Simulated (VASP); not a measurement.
Wanted: the native input for a VASP 6.6.1 run.

```
Task                   : single point
Functional             : PBEsol
Potentials or basis    : VASP PAW PBE potentials, release 64 (Mo_sv, Si)
Cutoff                 : 520 eV
k mesh                 : 10 × 10 × 10
Occupations            : fermi-dirac, width 0.05 eV
Spin                   : no spin polarisation
Dipole correction      : no
Further INCAR settings : ALGO = Normal; EDIFF = 1e-07; NBANDS = 18
```

The structure of Si2Mo lies in POSCAR:

```
Si2Mo
1.0
   -1.6000000000      1.6000000000      4.0091100000
    1.6000000000     -1.6000000000      4.0091100000
    1.6000000000      1.6000000000     -4.0091100000
Mo Si
1 2
Direct
    0.0000000000      0.0000000000      0.0000000000
    0.6639510138      0.6639510138      0.0000000000
    0.3360489862      0.3360489862      0.0000000000
```

The input as run:

INCAR

```
PREC = Accurate ; ENCUT = 520
EDIFF = 1E-7 ; ISMEAR = -1
SIGMA = 0.05 ; LREAL = F
LASPH = T ; NELM = 80
ALGO = Normal ; ISIF = 2
LWAVE = F ; LCHARG = F
GGA = PS ; NBANDS = 18
```

KPOINTS

```
Automatic mesh
0
Gamma
  10 10 10
```

Potentials or basis: VASP PAW PBE potentials, release 64 (Mo_sv, Si).

Command:

```sh
$ cat potpaw_PBE.64/Mo_sv/POTCAR potpaw_PBE.64/Si/POTCAR > POTCAR
$ mpirun -np 1 vasp_std > vasp.out
```

It gave:

```yaml
Pressure: -6.2 GPa
Largest_force: 0.010 eV/Å
Band_gap_on_the_k_mesh: zero (bands 11 and 12 overlap by 0.83 eV)
```

Caveat: the cell stands under tension; the PAW data sets were made with another functional, which shifts forces and pressure a little.

It took 2.5 min on 1 thread of Intel Xeon 8259CL, with other jobs on the host, peak memory 0.25 GiB.
